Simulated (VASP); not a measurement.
Crystal: TiTe2 (1T).

```
Ti Te
1.0
     3.77700    0.00000    0.00000
    -1.88850    3.27098    0.00000
     0.00000    0.00000    6.49800
Ti Te
1 2
Direct
  0.00000 0.00000 0.00000
  0.33333 0.66667 0.26280
  0.66667 0.33333 0.73720
```

```yaml
Program: VASP 6.6.1
Task: relaxation of cell and atoms
Functional: PBEsol
Potentials_or_basis: VASP PAW PBE potentials, release 64 (Ti_sv, Te)
Cutoff: 600 eV
k_mesh: 12 × 12 × 8
Occupations: gaussian, width 0.03 eV
Spin: no spin polarisation
```

At the start: pressure -2.2 GPa; volume 26.76 Å³/atom.

Question: Where does the relaxation end?

Answer: Over 20 steps the energy falls by 9.9 meV/atom and the volume is 25.40 Å³/atom (-5.1 %); space group P-3m1 (No. 164, to 0.05 Å).

The path:
| step | energy change (eV) | largest force (eV/Å) | pressure (GPa) | volume (Å³) |
| --- | --- | --- | --- | --- |
| 1 | 0.0000 | 0.0860 | -2.22 | 80.28 |
| 2 | -0.0139 | 0.4028 | 1.53 | 76.05 |
| 3 | -0.0208 | 0.2178 | 0.08 | 77.56 |
| 4 | -0.0266 | 0.1279 | 0.01 | 77.17 |
| 5 | -0.0281 | 0.0419 | -0.02 | 76.81 |
| 6 | -0.0282 | 0.0471 | -0.01 | 76.83 |
| 7 | -0.0282 | 0.0505 | -0.01 | 76.84 |
| 8 | -0.0286 | 0.0339 | -0.09 | 76.82 |
| 9 | -0.0291 | 0.0163 | -0.31 | 76.75 |
| 10 | -0.0293 | 0.0098 | -0.24 | 76.64 |
| 11 | -0.0296 | 0.0084 | -0.04 | 76.30 |
| 12 | -0.0296 | 0.0115 | -0.02 | 76.24 |
| 13 | -0.0296 | 0.0136 | 0.01 | 76.20 |
| 14 | -0.0296 | 0.0124 | 0.01 | 76.22 |
| 15 | -0.0296 | 0.0084 | -0.01 | 76.23 |
| 16 | -0.0296 | 0.0001 | -0.04 | 76.24 |
| 17 | -0.0296 | 0.0010 | -0.03 | 76.22 |
| 18 | -0.0296 | 0.0036 | 0.03 | 76.14 |
| 19 | -0.0296 | 0.0021 | 0.02 | 76.18 |
| 20 | -0.0296 | 0.0015 | 0.01 | 76.19 |

Final structure:
```
Ti Te
1.0
     3.69599    0.00000    0.00000
    -1.84799    3.20082    0.00000
     0.00000    0.00000    6.44064
Ti Te
1 2
Cartesian
  0.0000 0.0000 0.0000
  0.0000 2.1339 1.7245
  1.8480 1.0669 4.7161
```

Caveat: the PAW data sets were made with another functional, which shifts forces and pressure a little; this functional lacks dispersion, which binds the layers, so the pressure and a relaxed spacing across them are unreliable.
